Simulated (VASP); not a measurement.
A run of VASP 6.6.1 is set up as follows.

Contents of INCAR:

```
SYSTEM = GaSb
  ALGO = Normal
  EDIFF = 1E-6
  ENCUT = 520
  GGA = PE
  ISIF = 2
  ISMEAR = 0
  LASPH = .TRUE.
  LCHARG = .FALSE.
  LREAL = .FALSE.
  LWAVE = .FALSE.
  NBANDS = 16
  NELM = 60
  PREC = Accurate
  SIGMA = 0.15
```

File KPOINTS:

```
k-points
0
G
  14 14 14
  0 0 0
```

POSCAR

```
GaSb
1.0
    0.0000000000      3.3438388310      3.1698159361
    3.1698159361      0.0000000000      3.1698159361
    3.1698159361      3.3438388310      0.0000000000
Ga Sb
1 1
Direct
    0.0000000000      0.0000000000      0.0000000000
    0.7500000000      0.7500000000      0.7500000000
```

Potentials or basis: VASP PAW PBE potentials, release 64 (Ga_d, Sb).

Run with:

```sh
$ cat potpaw_PBE.64/Ga_d/POTCAR potpaw_PBE.64/Sb/POTCAR > POTCAR
$ mpirun -np 1 vasp_std > vasp.out
```

Task: Predict the pressure.

Result: -3.8 GPa.

Task: Predict the band gap on the k mesh.

Result: Zero (bands 9 and 10 overlap by 0.01 eV).

Stress tensor (GPa, compression positive):
```
-3.08  0.00  0.00
 0.00 -5.24  0.00
 0.00  0.00 -3.08
```

Caveat: the cell stands under tension; semilocal functionals underestimate gaps, so a narrow gap can read as zero; spin-orbit coupling is left out, which moves the levels of the heavy elements.
